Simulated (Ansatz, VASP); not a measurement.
## Two plane-wave programs on TiAl3

The input INCAR:

```
  ALGO = Fast
  EDIFF = 1E-6
  ENCUT = 520
  GGA = PS
  ISIF = 2
  ISMEAR = 0
  LASPH = True
  LCHARG = True
  LELF = True
  LREAL = False
  LVHAR = True
  LWAVE = False
  NBANDS = 44
  NELM = 60
  PREC = Accurate
  SIGMA = 0.15
```

Contents of KPOINTS:

```
k-points
0
Gamma
  12 12 4
```

POSCAR

```
TiAl3
1.0
    0.0000000000     -3.9483448101      0.0000000000
    0.0000000000      0.0000000000     -3.9483448101
   12.8450344302      0.0000000000      0.0000000000
Ti Al
3 9
Direct
    0.0000000000      1.0000000000      0.2305218570
    0.0000000000      1.0000000000      0.5379048252
    0.0000000000      1.0000000000      0.8452877935
    0.5000000000      0.0000000000      0.0768303729
    0.5000000000      0.0000000000      0.3842133411
    0.5000000000      0.0000000000      0.6915963094
    0.0000000000      0.5000000000      0.0768303729
    0.0000000000      0.5000000000      0.3842133411
    0.0000000000      0.5000000000      0.6915963094
    0.5000000000      0.5000000000      0.8452877935
    0.5000000000      0.5000000000      0.2305218570
    0.5000000000      0.5000000000      0.5379048252
```

Input for Ansatz:

```yaml
crystal:
  lattice:
    - [0.0, -3.9483448101, 0.0]
    - [0.0, 0.0, -3.9483448101]
    - [12.8450344302, 0.0, 0.0]
  atoms:
    - { symbol: Ti, position: [0.0, 1.0, 0.230521857] }
    - { symbol: Ti, position: [0.0, 1.0, 0.5379048252] }
    - { symbol: Ti, position: [0.0, 1.0, 0.8452877935] }
    - { symbol: Al, position: [0.5, 0.0, 0.0768303729] }
    - { symbol: Al, position: [0.5, 0.0, 0.3842133411] }
    - { symbol: Al, position: [0.5, 0.0, 0.6915963094] }
    - { symbol: Al, position: [0.0, 0.5, 0.0768303729] }
    - { symbol: Al, position: [0.0, 0.5, 0.3842133411] }
    - { symbol: Al, position: [0.0, 0.5, 0.6915963094] }
    - { symbol: Al, position: [0.5, 0.5, 0.8452877935] }
    - { symbol: Al, position: [0.5, 0.5, 0.230521857] }
    - { symbol: Al, position: [0.5, 0.5, 0.5379048252] }
basis:
  ecutwfc: 420
kpoints:
  mp_grid: { grid: [12, 12, 4] }
hamiltonian:
  xc: pbesol
scf:
  occupations: { method: gaussian, width: 0.15 }
output:
  forces: true
  stress: true
  eigenvalues: true
```

Alike in both runs: task single point; functional PBEsol; k mesh 12 × 12 × 4; occupations gaussian, width 0.15 eV; no spin polarisation.

|  | VASP | Ansatz |
| --- | --- | --- |
| version | VASP 6.6.1 | Ansatz 0.2.0 |
| potentials or method | VASP PAW PBE potentials, release 64 (Ti_sv, Al), cutoff 520 eV | scalar-relativistic, plane waves, PAW |
| valence electrons in the cell | 63 | 63 |

```csv
,VASP,Ansatz,Ansatz less VASP
gap on the k mesh at the Fermi level (eV),none,none,-
pressure (GPa),-3.0,-3.0,-0.09
"traceless stress, the component that is largest in VASP (GPa)",-1.18,-1.15,+0.021
rms of the force components (eV/Å),0.316,0.314,-0.0020
```

VASP's potentials were made for PBE, not for PBEsol. Atom by atom the forces differ by 0.003 eV/Å (rms over components). A gap of «none» marks a metal or a gap that the smearing closes.
